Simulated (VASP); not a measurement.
## MgSc: single point with LDA

The system is MgSc.

```
Mg Sc
1.0
     3.59645    0.00000    0.00000
     0.00000    3.59645    0.00000
     0.00000    0.00000    3.59645
Mg Sc
1 1
Direct
  0.00000 0.00000 0.01000
  0.50000 0.50000 0.50000
```

```
Program                : VASP 6.6.1
Task                   : single point
Functional             : LDA
Potentials or basis    : VASP PAW LDA potentials, release 64 (Mg, Sc_sv)
Cutoff                 : 520 eV
k mesh                 : 6 × 6 × 6
Occupations            : methfessel-paxton, width 0.1 eV
Spin                   : no spin polarisation
Dipole correction      : no
Further INCAR settings : ALGO = Normal; EDIFF = 1e-07; NBANDS = 14
```

- Pressure: -3.6 GPa
- Largest force: 0.128 eV/Å
- Band gap on the k mesh: zero (an odd number of electrons rules out a gap without spin polarisation)

Forces on the atoms (eV/Å):
```
Mg   0.000  0.000 -0.128
Sc   0.000  0.000  0.128
```

Levels at points of the mesh, in eV from the Fermi level:
```
           k point  band 5  band 6  band 7  band 8  band 9  band 10
(0.00, 0.00, 0.00)   -5.87   -0.08   -0.08    2.37    2.37     2.37
(0.50, 0.00, 0.00)   -2.99   -2.97    0.50    1.28    1.28     2.50
(0.00, 0.00, 0.50)   -3.01   -2.95    0.50    1.28    1.28     2.50
(0.50, 0.50, 0.00)   -2.12   -0.36   -0.20   -0.20    1.58     1.58
(0.00, 0.50, 0.50)   -2.12   -0.37   -0.20   -0.19    1.58     1.58
(0.50, 0.50, 0.50)   -0.91   -0.91   -0.91    3.06    3.06     3.07
```

Run time: 44 s on 1 thread of Intel Xeon 8259CL, with other jobs on the host, peak memory 0.16 GiB.

Caveat: the cell stands under tension.
